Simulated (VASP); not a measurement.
# GaAs (zinc blende type) (F-43m) in VASP: settings compared

GaAs (zinc blende type) is run at these levels: r2SCAN, PBE, HSE06; tasks: single point.

All numbers are computed with VASP 6.6.1; they aren't measurements. Logs are shortened: lines on timing, memory, paths and dates and some standing lists are left out, and cuts for length are marked.

### 1 The cell of the first run

Symmetry: F-43m, No. 216, cubic system. The conventional cell has a = 5.750 Å, b = 5.750 Å, c = 5.750 Å, α = 90.00°, β = 90.00°, γ = 90.00°. Ga (site symmetry -43m) has 4 As at 2.49 Å within 3.3 Å. As (site symmetry -43m) has 4 Ga at 2.49 Å within 3.3 Å.

### 2 Single point, r2SCAN

POSCAR

```
GaAs
1.0
    0.0000000000      2.8750000000      2.8750000000
    2.8750000000      0.0000000000      2.8750000000
    2.8750000000      2.8750000000      0.0000000000
Ga As
1 1
Direct
    0.0000000000      0.0000000000      0.0000000000
    0.2500000000      0.2500000000      0.2500000000
```

INCAR.step1

```
SYSTEM = GaAs
PREC = Accurate ; ENCUT = 550
ISMEAR = -1 ; SIGMA = 0.02
LREAL = .False. ; LASPH = .True.
NELM = 120 ; NBANDS = 16
GGA = PE ; ALGO = Normal
EDIFF = 1E-5 ; LWAVE = .True.
LCHARG = .False. ; GGA_COMPAT = .False.
```

INCAR.step2

```
SYSTEM = GaAs
PREC = Accurate ; ENCUT = 550
EDIFF = 1E-6 ; ISMEAR = -1
SIGMA = 0.02 ; LREAL = .False.
LASPH = .True. ; NELM = 120
ALGO = Normal ; ISIF = 2
LWAVE = .False. ; LCHARG = .True.
METAGGA = R2SCAN ; LMIXTAU = .True.
LELF = .True. ; LVHAR = .True.
NBANDS = 16 ; ISTART = 1
GGA_COMPAT = .False.
```

KPOINTS

```
Automatic mesh
0
Gamma
  6 6 6
  0 0 0
```

Potentials or basis: VASP PAW PBE potentials, release 64 (Ga_d, As).

Launch:

```bash
cat potpaw_PBE.64/Ga_d/POTCAR potpaw_PBE.64/As/POTCAR > POTCAR
cp INCAR.step1 INCAR
mpirun -np 1 vasp_std > vasp.out
cp INCAR.step2 INCAR
mpirun -np 1 vasp_std > vasp.out
```

OUTCAR:

```text
SYSTEM = GaAs
   PREC = Accurate
   ENCUT = 550
   EDIFF = 1E-6
   ISMEAR = -1
   LREAL = .False.
   LASPH = .True.
   NELM = 120
   ISIF = 2
   METAGGA = R2SCAN
   ISTART = 1

 ion  position               nearest neighbor table
   1  0.000  0.000  0.000-   2 2.49   2 2.49   2 2.49   2 2.49
   2  0.250  0.250  0.250-   1 2.49   1 2.49   1 2.49   1 2.49

  LATTYP: Found a face centered cubic cell.
 ALAT       =     5.7500000000

  Lattice vectors:

 A1 = (   0.0000000000,   2.8750000000,   2.8750000000)
 A2 = (   2.8750000000,   0.0000000000,   2.8750000000)
 A3 = (   2.8750000000,   2.8750000000,   0.0000000000)

Analysis of symmetry for initial positions (statically):
=====================================================================
 Subroutine PRICEL returns:
 Original cell was already a primitive cell.

 Routine SETGRP: Setting up the symmetry group for a
 face centered cubic supercell.

 Subroutine GETGRP returns: Found 24 space group operations
 (whereof 24 operations were pure point group operations)
 out of a pool of 48 trial point group operations.

The static configuration has the point symmetry T_d .

Analysis of symmetry for dynamics (positions and initial velocities):
=====================================================================
 Subroutine PRICEL returns:
 Original cell was already a primitive cell.

 Routine SETGRP: Setting up the symmetry group for a
 face centered cubic supercell.

 Subroutine GETGRP returns: Found 24 space group operations
 (whereof 24 operations were pure point group operations)
 out of a pool of 48 trial point group operations.

The dynamic configuration has the point symmetry T_d .

 Subroutine INISYM returns: Found 24 space group operations
 (whereof 24 operations are pure point group operations),
 and found     1 'primitive' translations

----------------------------------------------------------------------------------------

                                     Primitive cell

  volume of cell :      47.5273

  direct lattice vectors                    reciprocal lattice vectors
     0.000000000  2.875000000  2.875000000    -0.173913043  0.173913043  0.173913043
     2.875000000  0.000000000  2.875000000     0.173913043 -0.173913043  0.173913043
     2.875000000  2.875000000  0.000000000     0.173913043  0.173913043 -0.173913043

  length of vectors
     4.065863992  4.065863992  4.065863992     0.301226227  0.301226227  0.301226227

  position of ions in fractional coordinates (direct lattice)
     0.000000000  0.000000000  0.000000000
     0.250000000  0.250000000  0.250000000

  ion indices of the primitive-cell ions
   primitive index   ion index
                 1           1
                 2           2

----------------------------------------------------------------------------------------

 KPOINTS: Automatic mesh

Automatic generation of k-mesh.
 Grid dimensions read from file:
 generate k-points for:    6    6    6

 Generating k-lattice:

  Cartesian coordinates                     Fractional coordinates (reciprocal lattice)
    -0.028985507  0.028985507  0.028985507     0.166666667  0.000000000  0.000000000
     0.028985507 -0.028985507  0.028985507     0.000000000  0.166666667  0.000000000
     0.028985507  0.028985507 -0.028985507     0.000000000  0.000000000  0.166666667

  Length of vectors
     0.050204371  0.050204371  0.050204371

  Shift w.r.t. Gamma in fractional coordinates (k-lattice)
     0.000000000  0.000000000  0.000000000

 Subroutine IBZKPT returns following result:
 ===========================================

 Found     16 irreducible k-points:

 Following reciprocal coordinates:
            Coordinates               Weight
  0.000000  0.000000  0.000000      1.000000
  0.166667  0.000000  0.000000      8.000000
  0.333333  0.000000  0.000000      8.000000
  0.500000  0.000000  0.000000      4.000000
  0.166667  0.166667  0.000000      6.000000
  0.333333  0.166667  0.000000     24.000000
[... 8 lines left out ...]
 -0.333333  0.333333  0.166667     24.000000
 -0.333333  0.500000  0.166667     12.000000
   k-points           NKPTS =     16   k-points in BZ     NKDIM =     16   number of bands    NBANDS=     16
   number of dos      NEDOS =    301   number of ions     NIONS =      2
   total plane-waves  NPLWV =  32768
   dimension x,y,z NGX =    32 NGY =   32 NGZ =   32
   dimension x,y,z NGXF=    64 NGYF=   64 NGZF=   64
   ions per type =               1   1
   NGX,Y,Z   is equivalent  to a cutoff of  13.08, 13.08, 13.08 a.u.
   NGXF,Y,Z  is equivalent  to a cutoff of  26.17, 26.17, 26.17 a.u.
 SYSTEM =  GaAs
   PREC   = accura    normal or accurate (medium, high low for compatibility)
   ISTART =      1    job   : 0-new  1-cont  2-samecut
   ICHARG =      0    charge: 1-file 2-atom 10-const
   ISPIN  =      1    spin polarized calculation?
   LNONCOLLINEAR =      F non collinear calculations
   LSORBIT =      F    spin-orbit coupling
   LASPH  =      T    aspherical Exc in radial PAW
   ENCUT  =  550.0 eV  40.42 Ry    6.36 a.u.   7.77  7.77  7.77*2*pi/ulx,y,z
   NELM   =    120;   NELMIN=  2; NELMDL=  0     # of ELM steps
   EDIFF  = 0.1E-05   stopping-criterion for ELM
   LREAL  =      F    real-space projection
   EDIFFG = 0.1E-04   stopping-criterion for IOM
   NSW    =      0    number of steps for IOM
   IBRION =     -1    ionic relax: 0-MD 1-quasi-New 2-CG
   NFREE  =      0    steps in history (QN), initial steepest desc. (CG)
   ISIF   =      2    stress and relaxation
   ISYM   =      2    0-nonsym 1-usesym 2-fastsym
   POTIM  = 0.5000    time-step for ionic-motion
   TEBEG  =    0.0;   TEEND  =   0.0 temperature during run
   PSTRESS=    0.0 pullay stress
   NELECT =      18.0000    total number of electrons
   NUPDOWN=      -1.0000    fix difference up-down
   EMIN   =  10.00;   EMAX   =-10.00  energy-range for DOS
   EFERMI =   0.00;   METHOD = LEGACY
   ISMEAR =    -1;   SIGMA  =   0.02  broadening in eV -4-tet -1-fermi 0-gaus
   EFERMI_NEDOS =   21; number of points for ismear=-14 and -15
   IALGO  =     38    algorithm
   IMIX   =      4    mixing-type and parameters
     AMIX     =   0.40;   BMIX     =  1.00
     AMIX_MAG =   1.60;   BMIX_MAG =  1.00
  volume/ion in A,a.u.               =      23.76       160.37
  Fermi-wavevector in a.u.,A,eV,Ry     =   1.184453  2.238292 19.088005  1.402929
  Thomas-Fermi vector in A             =   2.320667
   LORBIT       =      0    0 simple, 1 ext, 2 COOP (PROOUT), +10 PAW based schemes
   METAGGA = R2SCAN    functional components
   LHFCALC =     F    Hartree Fock is set to
   AEXX    =    0.0000 exact exchange contribution
   IVDW    =     0    specifies the selected vdW correction
   LEPSILON=     F    determine dielectric tensor
   LRPA    =     F    only Hartree local field effects (RPA)
 non-spin polarized calculation
  energy-cutoff  :      550.00
  volume of cell :       47.53
 maximum number of plane-waves:      1411
   NGX = 15   NGY = 15   NGZ = 15

 number of electron      17.9999994 magnetization

 Free energy of the ion-electron system (eV)
  ---------------------------------------------------
  ext. energy  EPLUGINS =         0.00000000
  ---------------------------------------------------
  free energy    TOTEN  =       -27.01787794 eV

  energy without entropy =      -27.01787793  energy(sigma->0) =      -27.01787793

 E-fermi :   3.5280     XC(G=0): -10.0113

 val. band max:        3.2203972721   @ k =   0.0000   0.0000   0.0000
 cond. band min:       3.8137268694   @ k =   0.0000   0.0000   0.0000
 fundamental gap:      0.5933295973
 Fermi energy:         3.5280233666

 k-point     1 :       0.0000    0.0000    0.0000
  band No.  band energies     occupation
      1     -11.9466      2.00000
      2     -11.9466      2.00000
      3     -11.9466      2.00000
      4     -11.8699      2.00000
      5     -11.8699      2.00000
      6      -9.6261      2.00000
[... 8 lines left out ...]
     15      13.7261      0.00000
     16      13.7261      0.00000

 k-point     2 :       0.1667    0.0000    0.0000
  band No.  band energies     occupation
      1     -11.9664      2.00000
      2     -11.9412      2.00000
      3     -11.9412      2.00000
      4     -11.8699      2.00000
      5     -11.8699      2.00000
      6      -9.3134      2.00000
[... 8 lines left out ...]
     15      12.7115      0.00000
     16      12.7115      0.00000

 k-point     3 :       0.3333    0.0000    0.0000
  band No.  band energies     occupation
      1     -12.0016      2.00000
      2     -11.9321      2.00000
      3     -11.9321      2.00000
      4     -11.8684      2.00000
      5     -11.8684      2.00000
      6      -8.5134      2.00000
[... 8 lines left out ...]
     15      13.3199      0.00000
     16      13.3199      0.00000

 k-point     4 :       0.5000    0.0000    0.0000
  band No.  band energies     occupation
      1     -12.0175      2.00000
      2     -11.9286      2.00000
      3     -11.9286      2.00000
      4     -11.8666      2.00000
      5     -11.8666      2.00000
      6      -7.9317      2.00000
[... 8 lines left out ...]
     15      15.5237      0.00000
     16      15.5237      0.00000

 k-point     5 :       0.1667    0.1667    0.0000
  band No.  band energies     occupation
      1     -11.9774      2.00000
      2     -11.9359      2.00000
      3     -11.9359      2.00000
      4     -11.8743      2.00000
      5     -11.8669      2.00000
      6      -9.2086      2.00000
[... 8 lines left out ...]
     15      13.2935      0.00000
     16      14.1843      0.00000

 k-point     6 :       0.3333    0.1667    0.0000
  band No.  band energies     occupation
      1     -12.0051      2.00000
      2     -11.9279      2.00000
      3     -11.9258      2.00000
      4     -11.8767      2.00000
      5     -11.8647      2.00000
      6      -8.5577      2.00000
[... 8 lines left out ...]
     15      14.4488      0.00000
     16      14.5677      0.00000

 k-point     7 :       0.5000    0.1667    0.0000
  band No.  band energies     occupation
      1     -12.0223      2.00000
      2     -11.9246      2.00000
      3     -11.9215      2.00000
      4     -11.8730      2.00000
      5     -11.8652      2.00000
      6      -7.8014      2.00000
[... 8 lines left out ...]
     15      15.2184      0.00000
     16      15.5381      0.00000

 k-point     8 :      -0.3333    0.1667    0.0000
  band No.  band energies     occupation
      1     -12.0162      2.00000
      2     -11.9258      2.00000
      3     -11.9252      2.00000
      4     -11.8700      2.00000
      5     -11.8687      2.00000
      6      -8.0136      2.00000
[... 8 lines left out ...]
     15      13.6628      0.00000
     16      15.4269      0.00000

 k-point     9 :      -0.1667    0.1667    0.0000
  band No.  band energies     occupation
      1     -11.9907      2.00000
      2     -11.9351      2.00000
      3     -11.9317      2.00000
      4     -11.8722      2.00000
      5     -11.8680      2.00000
      6      -8.8301      2.00000
[... 8 lines left out ...]
     15      13.5251      0.00000
     16      14.2601      0.00000

 k-point    10 :       0.3333    0.3333    0.0000
  band No.  band energies     occupation
      1     -12.0269      2.00000
      2     -11.9139      2.00000
      3     -11.9139      2.00000
      4     -11.8853      2.00000
      5     -11.8610      2.00000
      6      -8.1106      2.00000
[... 8 lines left out ...]
     15      15.5272      0.00000
     16      16.6511      0.00000

 k-point    11 :       0.5000    0.3333    0.0000
  band No.  band energies     occupation
      1     -12.0381      2.00000
      2     -11.9113      2.00000
      3     -11.9083      2.00000
      4     -11.8851      2.00000
      5     -11.8611      2.00000
      6      -7.4590      2.00000
[... 8 lines left out ...]
     15      15.9155      0.00000
     16      16.3986      0.00000

 k-point    12 :      -0.3333    0.3333    0.0000
  band No.  band energies     occupation
      1     -12.0315      2.00000
      2     -11.9182      2.00000
      3     -11.9130      2.00000
      4     -11.8768      2.00000
      5     -11.8666      2.00000
      6      -7.4049      2.00000
[... 8 lines left out ...]
     15      13.3189      0.00000
     16      17.8682      0.00000

 k-point    13 :       0.5000    0.5000    0.0000
  band No.  band energies     occupation
      1     -12.0477      2.00000
      2     -11.9025      2.00000
      3     -11.9025      2.00000
      4     -11.8914      2.00000
      5     -11.8581      2.00000
      6      -7.2213      2.00000
[... 8 lines left out ...]
     15      16.8001      0.00000
     16      16.9827      0.00000

 k-point    14 :       0.5000    0.3333    0.1667
  band No.  band energies     occupation
      1     -12.0241      2.00000
      2     -11.9216      2.00000
      3     -11.9157      2.00000
      4     -11.8786      2.00000
      5     -11.8643      2.00000
      6      -7.8750      2.00000
[... 8 lines left out ...]
     15      14.7233      0.00000
     16      16.7143      0.00000

 k-point    15 :      -0.3333    0.3333    0.1667
  band No.  band energies     occupation
      1     -12.0313      2.00000
      2     -11.9207      2.00000
      3     -11.9111      2.00000
      4     -11.8767      2.00000
      5     -11.8663      2.00000
      6      -7.4042      2.00000
[... 8 lines left out ...]
     15      15.8176      0.00000
     16      16.2851      0.00000

 k-point    16 :      -0.3333    0.5000    0.1667
  band No.  band energies     occupation
      1     -12.0395      2.00000
      2     -11.9139      2.00000
      3     -11.9051      2.00000
      4     -11.8830      2.00000
      5     -11.8631      2.00000
      6      -7.1850      2.00000
[... 8 lines left out ...]
     15      15.7388      0.00000
     16      17.0268      0.00000

------------------------ aborting loop because EDIFF is reached ----------------------------------------

  FORCE on cell =-STRESS in cart. coord.  units (eV):
  Direction    XX          YY          ZZ          XY          YZ          ZX
  --------------------------------------------------------------------------------------
  -------------------------------------------------------------------------------------
  Total       -0.8407037     -0.8407037     -0.8407037      0.0000000      0.0000000      0.0000000
  in kB      -28.3406611    -28.3406611    -28.3406611      0.0000000      0.0000000      0.0000000
  external PRESSURE =     -28.3406611 kB  Pullay stress =       0.0000000 kB

 VOLUME and BASIS-vectors are now :
 -----------------------------------------------------------------------------
  energy-cutoff  :      550.00
  volume of cell :       47.53
      direct lattice vectors                 reciprocal lattice vectors
     0.000000000  2.875000000  2.875000000    -0.173913043  0.173913043  0.173913043
     2.875000000  0.000000000  2.875000000     0.173913043 -0.173913043  0.173913043
     2.875000000  2.875000000  0.000000000     0.173913043  0.173913043 -0.173913043

 POSITION                                       TOTAL-FORCE (eV/Angst)
 -----------------------------------------------------------------------------------
      0.00000      0.00000      0.00000         0.000000      0.000000      0.000000
      1.43750      1.43750      1.43750        -0.000000     -0.000000     -0.000000
 -----------------------------------------------------------------------------------
    total drift:                               -0.000000     -0.000000     -0.000000

  FREE ENERGIE OF THE ION-ELECTRON SYSTEM (eV)
  ---------------------------------------------------
  free  energy   TOTEN  =       -27.0178779362 eV

  energy  without entropy=      -27.0178779326  energy(sigma->0) =      -27.01787793
```

Run time: 32 s. Hardware: 1 thread of Intel Xeon Platinum 8375C at 2.90GHz (Ice Lake), shared host; peak memory 0.18 GiB.

Results:

* Free energy: -27.0179 eV
* Pressure: -2.8 GPa
* Band gap on the k mesh: 0.59 eV, direct

Caveat: the PAW data sets were made with another functional, which shifts forces and pressure a little. r2SCAN opens gaps a little over a GGA but as a rule still falls short of measured ones.

### 3 Single point, PBE

INCAR

```
  ALGO = Normal
  EDIFF = 1E-6
  ENCUT = 500
  GGA = PE
  GGA_COMPAT = False
  ISIF = 2
  ISMEAR = -1
  LASPH = True
  LCHARG = False
  LREAL = False
  LWAVE = False
  NBANDS = 16
  NELM = 120
  PREC = Accurate
  SIGMA = 0.1
```

KPOINTS

```
k-points
0
Gamma
  8 8 8
```

POSCAR is that of step 2.

Potentials or basis: VASP PAW PBE potentials, release 64 (Ga_d, As).

Launch:

```bash
cat potpaw_PBE.64/Ga_d/POTCAR potpaw_PBE.64/As/POTCAR > POTCAR
mpirun -np 1 vasp_std > vasp.out
```

Wall time 17 s (1 thread of Intel Xeon Platinum 8375C at 2.90GHz (Ice Lake), shared host); peak memory 0.17 GiB.

It converged, with:

```
Free energy : -8.2719 eV
Pressure    : 0.0 GPa
```

Levels at points of the mesh, in eV from the Fermi level:
```csv
k point,band 7,band 8,band 9,band 10,band 11,band 12
"(0.00, 0.00, 0.00)",-0.21,-0.21,-0.21,-0.06,3.50,3.50
"(0.50, 0.00, 0.00)",-6.58,-1.28,-1.28,0.65,4.40,4.40
"(0.50, 0.50, 0.00)",-6.80,-2.71,-2.71,1.35,1.47,9.56
```

[end of part 1 of 2]
